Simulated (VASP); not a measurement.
Write the native input for VASP 6.6.1 that does the following.

- Task: relaxation of cell and atoms
- Functional: r2SCAN
- Potentials or basis: VASP PAW PBE potentials, release 64 (Ba_sv, Ti_sv, O)
- Cutoff: 600 eV
- k mesh: 6 × 6 × 6
- Occupations: gaussian, width 0.02 eV
- Spin: no spin polarisation
- Hubbard terms: Ti d U = 4.0 eV
- Target pressure: 12 GPa
- Dipole correction: no
- Further INCAR settings: ALGO = Normal; EDIFF = 1e-06; IBRION = 2; EDIFFG = -0.008; NSW = 70; ISIF = 3

Crystal: BaTiO3.

```
Ba Ti O
1.0
     3.91179    0.00000    0.00000
     0.00000    3.91179    0.00000
     0.00000    0.00000    3.91173
Ba Ti O
1 1 3
Direct
  0.50000 0.50000 0.57220
  0.00000 0.00000 0.07258
  0.00000 0.50000 0.07182
  0.50000 0.00000 0.07182
  0.00000 0.00000 0.57158
```

These files were run (other wordings do the same):

POSCAR

```
BaTiO3
1.0
    3.9117906550      0.0000000000      0.0000000000
    0.0000000000      3.9117906550      0.0000000000
    0.0000000000      0.0000000000      3.9117336603
Ba Ti O
1 1 3
Direct
    0.5000000000      0.5000000000      0.5721977700
    0.0000000000      0.0000000000      0.0725846088
    0.0000000000      0.5000000000      0.0718165020
    0.5000000000      0.0000000000      0.0718165020
    0.0000000000      0.0000000000      0.5715816072
```

INCAR.step1

```
PREC = Accurate ; ENCUT = 600
ISMEAR = 0 ; SIGMA = 0.02
LREAL = F ; LASPH = T
NELM = 150 ; LMAXMIX = 4
LDAU = T ; LDAUTYPE = 2
LDAUL = -1 2 -1 ; LDAUU = 0 4 0
LDAUJ = 0 0 0 ; GGA = PE
ALGO = Normal ; EDIFF = 1E-4
LWAVE = T ; LCHARG = F
```

INCAR.step2

```
PREC = Accurate ; ENCUT = 600
EDIFF = 1E-6 ; ISMEAR = 0
SIGMA = 0.02 ; LREAL = F
LASPH = T ; NELM = 150
ALGO = Normal ; ISIF = 3
LWAVE = F ; LCHARG = F
LMAXMIX = 4 ; LDAU = T
LDAUTYPE = 2 ; LDAUL = -1 2 -1
LDAUU = 0 4 0 ; LDAUJ = 0 0 0
LDAUPRINT = 1 ; METAGGA = R2SCAN
LMIXTAU = T ; IBRION = 2
NSW = 70 ; EDIFFG = -0.008
PSTRESS = 120.0 ; ISTART = 1
```

KPOINTS

```
regular mesh
0
Gamma
  6 6 6
```

Potentials or basis: VASP PAW PBE potentials, release 64 (Ba_sv, Ti_sv, O).

Run with:

```sh
$ cat potpaw_PBE.64/Ba_sv/POTCAR potpaw_PBE.64/Ti_sv/POTCAR potpaw_PBE.64/O/POTCAR > POTCAR
$ cp INCAR.step1 INCAR
$ mpirun -np 1 vasp_std > vasp.out
$ cp INCAR.step2 INCAR
$ mpirun -np 1 vasp_std > vasp.out
```

It gave:

- Relaxed volume: 12.34 Å³/atom
- Relaxed cell: a = 3.951 Å, b = 3.951 Å, c = 3.952 Å, α = 90.00°, β = 90.00°, γ = 90.00°
- Space group after relaxing (to 0.1 Å): Pm-3m (No. 221)
- Energy change on relaxing (the run minimises the enthalpy): -35.9 meV/atom
- Ionic steps: 6
- Pressure after relaxing: 12.1 GPa
- Largest force after relaxing: 0.007 eV/Å
- Band gap on the k mesh: 2.77 eV (least direct gap 2.93 eV)

Caveat: the cell is relaxed towards a set pressure, so the run minimises the enthalpy, not the energy; the PAW data sets were made with another functional, which shifts forces and pressure a little; spin-orbit coupling is left out, which moves the levels of the heavy elements.

Run time: 9.1 min on 1 thread of Intel(R) Xeon(R) Platinum 8259CL CPU @ 2.50GHz (Skylake/Cascade Lake) (shared host), peak memory 0.25 GiB.
